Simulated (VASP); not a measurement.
Ta, 1 atom in the cell. Symmetry: Im-3m, No. 229, cubic system. Conventional cell: a = 3.246 Å, b = 3.246 Å, c = 3.246 Å, α = 90.00°, β = 90.00°, γ = 90.00°. Ta (site symmetry m-3m) has 14 Ta at 2.81 to 3.25 Å within 3.7 Å. 

- Program: VASP 6.6.1
- Task: single point
- Functional: LDA
- Potentials or basis: VASP PAW LDA potentials, release 64 (Ta_sv_GW)
- Cutoff: 500 eV
- k mesh: 9 × 9 × 9
- Occupations: gaussian, width 0.02 eV
- Spin: no spin polarisation
- Dipole correction: no
- Further INCAR settings: ALGO = Normal; EDIFF = 1e-06; NBANDS = 12

Potentials or basis: VASP PAW LDA potentials, release 64 (Ta_sv_GW).

Command:

```bash
$ cat potpaw_LDA.64/Ta_sv_GW/POTCAR > POTCAR
$ mpirun -np 1 vasp_std > vasp.out
```

Hardware: 1 thread of AMD EPYC 7R13 Processor (Zen 3), on a shared host.

Problem. How long does it take, and how much memory?

Solution. It took 6.3 s on 1 thread of AMD EPYC 7R13 Processor (Zen 3), with other jobs on the host, peak memory 0.11 GiB. Counts: scf iterations 12, k points 35.
